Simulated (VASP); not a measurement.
ScAl3: single point with PBEsol

ScAl3:

```xyz
4
Lattice="4.0878 0.0000 0.0000 0.0000 4.0878 0.0000 0.0000 0.0000 4.0878" Properties=species:S:1:pos:R:3 pbc="T T T"
Sc    0.0000    0.0000    0.0000
Al    2.0439    0.0000    2.0439
Al    0.0000    2.0439    2.0439
Al    2.0439    2.0439    0.0000
```

```
Program                : VASP 6.6.1
Task                   : single point
Functional             : PBEsol
Potentials or basis    : VASP PAW PBE potentials, release 64 (Sc_sv, Al)
Cutoff                 : 520 eV
k mesh                 : 6 × 6 × 6
Occupations            : methfessel-paxton, width 0.1 eV
Spin                   : no spin polarisation
Dipole correction      : no
Further INCAR settings : ALGO = Normal; EDIFF = 1e-07; NBANDS = 18
```

```yaml
Pressure: -1.1 GPa
Band_gap_on_the_k_mesh: zero (band 10 reaches 8.08 eV, above the bottom of band 11 at 4.25 eV)
```

Levels at points of the mesh, in eV from the Fermi level:
```
           k point  band 7  band 8  band 9  band 10  band 11  band 12  band 13  band 14
(0.00, 0.00, 0.00)   -2.76   -1.93   -1.93    -1.93     1.11     1.17     1.17     1.17
(0.50, 0.00, 0.00)   -1.84   -1.84   -1.62     0.76     0.88     0.88     1.22     1.50
(0.50, 0.50, 0.00)   -5.74   -4.50   -0.67    -0.67     1.09     1.24     1.93     2.36
(0.50, 0.50, 0.50)   -4.92   -4.59   -3.08    -3.08    -3.08     0.78     2.47     2.47
```

Run time: 18 s on 1 thread of Intel(R) Xeon(R) Platinum 8559C (Emerald Rapids), with other jobs on the host, peak memory 0.18 GiB.

Caveat: the PAW data sets were made with another functional, which shifts forces and pressure a little.
